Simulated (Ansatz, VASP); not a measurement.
One calculation of MoS2, two programs

```
Mo S
1.0
     1.58759    0.91660    6.19394
    -1.58759    0.91660    6.19394
     0.00000   -1.83319    6.19394
Mo S
1 2
Direct
  0.99999 0.99999 0.99999
  0.41700 0.41700 0.41700
  0.24968 0.24968 0.24968
```

Alike in both runs: task single point; functional r2SCAN; k mesh 10 × 10 × 10; no spin polarisation.

|  | VASP | Ansatz |
| --- | --- | --- |
| version | VASP 6.6.1 | Ansatz 0.2.0 |
| potentials or method | VASP PAW PBE potentials, release 64 (Mo_sv, S) | plane waves, PAW |
| plane-wave cutoff (eV) | 520 | 500 |
| occupations | gaussian, width 0.01 eV | fixed |
| valence electrons in the cell | 26 | 26 |

```tsv
	VASP	Ansatz	Ansatz less VASP
gap on the k mesh at the Fermi level (eV)	1.09	1.08	-0.013
pressure (GPa)	1.2	1.2	-0.04
traceless stress, the component that is largest in VASP (GPa)	-0.15	-0.10	+0.055
rms of the force components (eV/Å)	0.024	0.026	+0.0020
```

VASP's potentials were made for PBE, not for r2SCAN. Atom by atom the forces differ by 0.002 eV/Å (rms over components).
